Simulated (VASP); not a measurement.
# BaAg2As2 (I4/mmm) in VASP: single point with PBE

Aim: the single point of BaAg2As2 with PBE.

Everything below comes from runs of VASP 6.6.1. Logs are shortened: lines on timing, memory, paths and dates and some standing lists are left out, and cuts for length are marked.

## (1) The cell of the first run

Symmetry: I4/mmm, No. 139, tetragonal system. The conventional cell has a = 4.603 Å, b = 4.603 Å, c = 10.867 Å, α = 90.00°, β = 90.00°, γ = 90.00°. Within 4.7 Å of Ba (site symmetry 4/mmm) lie 10 As at 3.49 to 4.18 Å and 8 Ag at 3.56 Å and 4 Ba at 4.60 Å. Within 3.6 Å of Ag (site symmetry -4m2) lie 4 As at 2.72 Å and 4 Ag at 3.25 Å and 4 Ba at 3.56 Å. As (site symmetry 4mm) has 1 As at 2.52 Å and 4 Ag at 2.72 Å within 3.3 Å.

## (2) Single point, PBE

INCAR reads:

```
PREC     = Accurate       # precision mode
ENCUT    = 630            # plane-wave cutoff, eV
EDIFF    = 1E-6           # SCF threshold, eV
ISMEAR   = -1             # smearing method
SIGMA    = 0.05           # smearing width, eV
LREAL    = F              # projectors in reciprocal space
LASPH    = T              # aspherical terms in the spheres
NELM     = 120            # most SCF steps
ALGO     = Normal         # electronic algorithm
ISIF     = 2              # what is computed and relaxed
LWAVE    = F              # write WAVECAR
LCHARG   = F              # write CHGCAR
GGA      = PE             # functional
NBANDS   = 47             # bands
GGA_COMPAT= F
```

KPOINTS reads:

```
regular mesh
0
Gamma
  8 8 8
```

POSCAR reads:

```
BaAg2As2
1.0
   -2.3012500000      2.3012500000      5.4336000000
    2.3012500000     -2.3012500000      5.4336000000
    2.3012500000      2.3012500000     -5.4336000000
Ba Ag As
1 2 2
Direct
    0.0000000000      0.0000000000      0.0000000000
    0.2500000000      0.7500000000      0.5000000000
    0.7500000000      0.2500000000      0.5000000000
    0.6158000000      0.6158000000      0.0000000000
    0.3842000000      0.3842000000      0.0000000000
```

Potentials or basis: VASP PAW PBE potentials, release 64 (Ba_sv, Ag_sv_GW, As_d).

Started as:

```
cat potpaw_PBE.64/Ba_sv/POTCAR potpaw_PBE.64/Ag_sv_GW/POTCAR potpaw_PBE.64/As_d/POTCAR > POTCAR
mpirun -np 1 vasp_std > vasp.out
```

OUTCAR:

```text
PREC = Accurate
   ENCUT = 630
   EDIFF = 1E-6
   ISMEAR = -1
   LREAL = F
   LASPH = T
   NELM = 120
   ISIF = 2
   GGA = PE

 ion  position               nearest neighbor table
   1  0.000  0.000  0.000-   4 3.49   4 3.49   4 3.49   5 3.49   4 3.49   5 3.49   5 3.49   5 3.49
                             2 3.56   3 3.56   3 3.56   2 3.56   3 3.56   2 3.56   2 3.56   3 3.56
   2  0.250  0.750  0.500-   5 2.72   4 2.72   5 2.72   4 2.72   1 3.56   1 3.56   1 3.56   1 3.56

   3  0.750  0.250  0.500-   5 2.72   4 2.72   5 2.72   4 2.72   1 3.56   1 3.56   1 3.56   1 3.56

   4  0.616  0.616  0.000-   5 2.52   3 2.72   2 2.72   2 2.72   3 2.72   1 3.49   1 3.49   1 3.49
                             1 3.49
   5  0.384  0.384  0.000-   4 2.52   2 2.72   3 2.72   3 2.72   2 2.72   1 3.49   1 3.49   1 3.49
                             1 3.49

  LATTYP: Found a body centered tetragonal cell.
 ALAT       =     4.6025000000
 C/A-ratio  =     2.3611515481

  Lattice vectors:

 A1 = (  -2.3012500000,   2.3012500000,   5.4336000000)
 A2 = (   2.3012500000,  -2.3012500000,   5.4336000000)
 A3 = (   2.3012500000,   2.3012500000,  -5.4336000000)

Analysis of symmetry for initial positions (statically):
=====================================================================
 Subroutine PRICEL returns:
 Original cell was already a primitive cell.

 Routine SETGRP: Setting up the symmetry group for a
 body centered tetragonal supercell.

 Subroutine GETGRP returns: Found 16 space group operations
 (whereof 16 operations were pure point group operations)
 out of a pool of 16 trial point group operations.

The static configuration has the point symmetry D_4h.

Analysis of symmetry for dynamics (positions and initial velocities):
=====================================================================
 Subroutine PRICEL returns:
 Original cell was already a primitive cell.

 Routine SETGRP: Setting up the symmetry group for a
 body centered tetragonal supercell.

 Subroutine GETGRP returns: Found 16 space group operations
 (whereof 16 operations were pure point group operations)
 out of a pool of 16 trial point group operations.

The dynamic configuration has the point symmetry D_4h.

 Subroutine INISYM returns: Found 16 space group operations
 (whereof 16 operations are pure point group operations),
 and found     1 'primitive' translations

----------------------------------------------------------------------------------------

                                     Primitive cell

  volume of cell :     115.1000

  direct lattice vectors                    reciprocal lattice vectors
    -2.301250000  2.301250000  5.433600000     0.000000000  0.217273221  0.092020024
     2.301250000 -2.301250000  5.433600000     0.217273221  0.000000000  0.092020024
     2.301250000  2.301250000 -5.433600000     0.217273221  0.217273221  0.000000000

  length of vectors
     6.333680769  6.333680769  6.333680769     0.235956219  0.235956219  0.307270736

  position of ions in fractional coordinates (direct lattice)
     0.000000000  0.000000000  0.000000000
     0.250000000  0.750000000  0.500000000
     0.750000000  0.250000000  0.500000000
     0.615800000  0.615800000  0.000000000
     0.384200000  0.384200000  0.000000000

  ion indices of the primitive-cell ions
   primitive index   ion index
                 1           1
                 2           2
                 3           3
                 4           4
                 5           5

----------------------------------------------------------------------------------------

 KPOINTS: regular mesh

Automatic generation of k-mesh.
 Grid dimensions read from file:
 generate k-points for:    8    8    8

 Generating k-lattice:

  Cartesian coordinates                     Fractional coordinates (reciprocal lattice)
     0.000000000  0.027159153  0.011502503     0.125000000  0.000000000  0.000000000
     0.027159153  0.000000000  0.011502503     0.000000000  0.125000000  0.000000000
     0.027159153  0.027159153  0.000000000     0.000000000  0.000000000  0.125000000

  Length of vectors
     0.029494527  0.029494527  0.038408842

  Shift w.r.t. Gamma in fractional coordinates (k-lattice)
     0.000000000  0.000000000  0.000000000

 Subroutine IBZKPT returns following result:
 ===========================================

 Found     59 irreducible k-points:

 Following reciprocal coordinates:
            Coordinates               Weight
  0.000000  0.000000  0.000000      1.000000
  0.125000  0.000000  0.000000      8.000000
  0.250000  0.000000  0.000000      8.000000
  0.375000  0.000000  0.000000      8.000000
  0.500000  0.000000  0.000000      4.000000
  0.125000  0.125000  0.000000      8.000000
[... 16 lines left out ...]
  0.250000  0.125000  0.125000     16.000000
  0.375000  0.125000  0.125000      8.000000
 [... further k-points ...]
   k-points           NKPTS =     59   k-points in BZ     NKDIM =     59   number of bands    NBANDS=     47
   number of dos      NEDOS =    301   number of ions     NIONS =      5
   total plane-waves  NPLWV = 157464
   dimension x,y,z NGX =    54 NGY =   54 NGZ =   54
   dimension x,y,z NGXF=   108 NGYF=  108 NGZF=  108
   ions per type =               1   2   2
   NGX,Y,Z   is equivalent  to a cutoff of  14.17, 14.17, 14.17 a.u.
   NGXF,Y,Z  is equivalent  to a cutoff of  28.35, 28.35, 28.35 a.u.
 SYSTEM =  unknown system
   PREC   = accura    normal or accurate (medium, high low for compatibility)
   ISTART =      0    job   : 0-new  1-cont  2-samecut
   ICHARG =      2    charge: 1-file 2-atom 10-const
   ISPIN  =      1    spin polarized calculation?
   LNONCOLLINEAR =      F non collinear calculations
   LSORBIT =      F    spin-orbit coupling
   LASPH  =      T    aspherical Exc in radial PAW
   ENCUT  =  630.0 eV  46.30 Ry    6.80 a.u.  12.96 12.96 12.96*2*pi/ulx,y,z
   NELM   =    120;   NELMIN=  2; NELMDL= -5     # of ELM steps
   EDIFF  = 0.1E-05   stopping-criterion for ELM
   LREAL  =      F    real-space projection
   EDIFFG = 0.1E-04   stopping-criterion for IOM
   NSW    =      0    number of steps for IOM
   IBRION =     -1    ionic relax: 0-MD 1-quasi-New 2-CG
   NFREE  =      0    steps in history (QN), initial steepest desc. (CG)
   ISIF   =      2    stress and relaxation
   ISYM   =      2    0-nonsym 1-usesym 2-fastsym
   POTIM  = 0.5000    time-step for ionic-motion
   TEBEG  =    0.0;   TEEND  =   0.0 temperature during run
   PSTRESS=    0.0 pullay stress
   NELECT =      78.0000    total number of electrons
   NUPDOWN=      -1.0000    fix difference up-down
   EMIN   =  10.00;   EMAX   =-10.00  energy-range for DOS
   EFERMI =   0.00;   METHOD = LEGACY
   ISMEAR =    -1;   SIGMA  =   0.05  broadening in eV -4-tet -1-fermi 0-gaus
   EFERMI_NEDOS =   21; number of points for ismear=-14 and -15
   IALGO  =     38    algorithm
   IMIX   =      4    mixing-type and parameters
     AMIX     =   0.40;   BMIX     =  1.00
     AMIX_MAG =   1.60;   BMIX_MAG =  1.00
  volume/ion in A,a.u.               =      23.02       155.35
  Fermi-wavevector in a.u.,A,eV,Ry     =   1.437964  2.717358 28.133308  2.067740
  Thomas-Fermi vector in A             =   2.556983
   LORBIT       =      0    0 simple, 1 ext, 2 COOP (PROOUT), +10 PAW based schemes
   GGA     = PE    functional components
   LHFCALC =     F    Hartree Fock is set to
   AEXX    =    0.0000 exact exchange contribution
   IVDW    =     0    specifies the selected vdW correction
   LEPSILON=     F    determine dielectric tensor
   LRPA    =     F    only Hartree local field effects (RPA)
 non-spin polarized calculation
  energy-cutoff  :      630.00
  volume of cell :      115.10
 maximum number of plane-waves:      4166
 NGX is ok and might be reduce to    54
   NGX = 25   NGY = 25   NGZ = 25

 number of electron      77.9999991 magnetization

 Free energy of the ion-electron system (eV)
  ---------------------------------------------------
  ext. energy  EPLUGINS =         0.00000000
  ---------------------------------------------------
  free energy    TOTEN  =       -14.96777772 eV

  energy without entropy =      -14.95370409  energy(sigma->0) =      -14.96074090

 E-fermi :   4.9303     XC(G=0): -10.7086

 val. band max:        4.8994332670   @ k =   0.3750   0.2500   0.1250
 cond. band min:       4.9337433373   @ k =  -0.1250   0.5000   0.1250
 fundamental gap:      0.0343100703
 Fermi energy:         4.9303119068

 k-point     1 :       0.0000    0.0000    0.0000
  band No.  band energies     occupation
      1     -87.5280      2.00000
      2     -87.5261      2.00000
      3     -51.0127      2.00000
      4     -51.0094      2.00000
      5     -51.0081      2.00000
      6     -51.0081      2.00000
[... 39 lines left out ...]
     46       9.8417      0.00000
     47      10.1862      0.00000

 k-point     2 :       0.1250    0.0000    0.0000
  band No.  band energies     occupation
      1     -87.5279      2.00000
      2     -87.5262      2.00000
      3     -51.0126      2.00000
      4     -51.0096      2.00000
      5     -51.0075      2.00000
      6     -51.0075      2.00000
[... 39 lines left out ...]
     46       9.2014      0.00000
     47       9.7829      0.00000

 k-point     3 :       0.2500    0.0000    0.0000
  band No.  band energies     occupation
      1     -87.5277      2.00000
      2     -87.5264      2.00000
      3     -51.0122      2.00000
      4     -51.0099      2.00000
      5     -51.0055      2.00000
      6     -51.0055      2.00000
[... 39 lines left out ...]
     46       9.2944      0.00000
     47       9.3049      0.00000

 k-point     4 :       0.3750    0.0000    0.0000
  band No.  band energies     occupation
      1     -87.5274      2.00000
      2     -87.5267      2.00000
      3     -51.0117      2.00000
      4     -51.0104      2.00000
      5     -51.0026      2.00000
      6     -51.0025      2.00000
[... 939 lines left out ...]
     46       9.3999      0.00000
     47       9.9886      0.00000

 k-point    23 :       0.2500    0.1250    0.1250
  band No.  band energies     occupation
      1     -87.5273      2.00000
      2     -87.5268      2.00000
      3     -51.0115      2.00000
      4     -51.0106      2.00000
      5     -51.0086      2.00000
      6     -51.0037      2.00000
[... 39 lines left out ...]
     46       9.6284      0.00000
     47       9.8418      0.00000

 k-point    24 :       0.3750    0.1250    0.1250
  band No.  band energies     occupation
      1     -87.5271      2.00000
      2     -87.5271      2.00000
      3     -51.0111      2.00000
      4     -51.0111      2.00000
      5     -51.0068      2.00000
      6     -51.0068      2.00000
[... 39 lines left out ...]
     46       9.6339      0.00000
     47      10.7372      0.00000

 [... further k-points ...]

------------------------ aborting loop because EDIFF is reached ----------------------------------------

  FORCE on cell =-STRESS in cart. coord.  units (eV):
  Direction    XX          YY          ZZ          XY          YZ          ZX
  --------------------------------------------------------------------------------------
  -------------------------------------------------------------------------------------
  Total        1.5531811      1.5531811      3.1912410      0.0000000      0.0000000      0.0000000
  in kB       21.6200861     21.6200861     44.4216749      0.0000000      0.0000000      0.0000000
  external PRESSURE =      29.2206157 kB  Pullay stress =       0.0000000 kB

 VOLUME and BASIS-vectors are now :
 -----------------------------------------------------------------------------
  energy-cutoff  :      630.00
  volume of cell :      115.10
      direct lattice vectors                 reciprocal lattice vectors
    -2.301250000  2.301250000  5.433600000     0.000000000  0.217273221  0.092020024
     2.301250000 -2.301250000  5.433600000     0.217273221  0.000000000  0.092020024
     2.301250000  2.301250000 -5.433600000     0.217273221  0.217273221  0.000000000

 POSITION                                       TOTAL-FORCE (eV/Angst)
 -----------------------------------------------------------------------------------
      0.00000      0.00000      0.00000        -0.000000     -0.000000     -0.000000
      2.30125     -0.00000      2.71680        -0.000000     -0.000000     -0.000000
     -0.00000      2.30125      2.71680        -0.000000     -0.000000     -0.000000
      0.00000      0.00000      6.69202         0.000000      0.000000      0.251759
      0.00000      0.00000      4.17518        -0.000000     -0.000000     -0.251759
 -----------------------------------------------------------------------------------
    total drift:                               -0.000000      0.000000      0.000000

  FREE ENERGIE OF THE ION-ELECTRON SYSTEM (eV)
  ---------------------------------------------------
  free  energy   TOTEN  =       -14.9677777160 eV

  energy  without entropy=      -14.9537040931  energy(sigma->0) =      -14.96074090
```

It took 7.5 min on 1 thread of Intel Xeon 6975P-C (Granite Rapids), shared host; peak memory 0.72 GiB.

Results:

| Property | Result |
| --- | --- |
| Free energy | -14.9678 eV |
| Pressure | 2.9 GPa |
| Largest force | 0.252 eV/Å |
| Band gap on the k mesh | zero (bands 39 and 40 overlap by 0.82 eV) |

Forces in eV/Å, atoms in the order of the input:
```
Ba   0.000  0.000  0.000
Ag   0.000  0.000  0.000
Ag   0.000  0.000  0.000
As   0.000  0.000  0.252
As   0.000  0.000 -0.252
```

Levels at points of the mesh, in eV from the Fermi level:
```
           k point  band 36  band 37  band 38  band 39  band 40  band 41  band 42  band 43
(0.00, 0.00, 0.00)    -2.22    -2.22    -0.99    -0.99    -0.04     1.19     1.94     2.90
(0.50, 0.00, 0.00)    -3.77    -2.15    -1.15    -0.15    -0.11     1.42     2.43     2.53
(0.50, 0.50, 0.00)    -3.12    -2.99    -2.53    -2.14     0.33     2.63     2.74     4.20
(0.50, 0.50, 0.50)    -2.48    -1.71    -0.91    -0.15     0.66     0.66     1.22     3.01
```

Caveat: spin-orbit coupling is left out, which moves the levels of the heavy elements.

The gap in the log of VASP goes by the Fermi energy; the results here count the filled bands.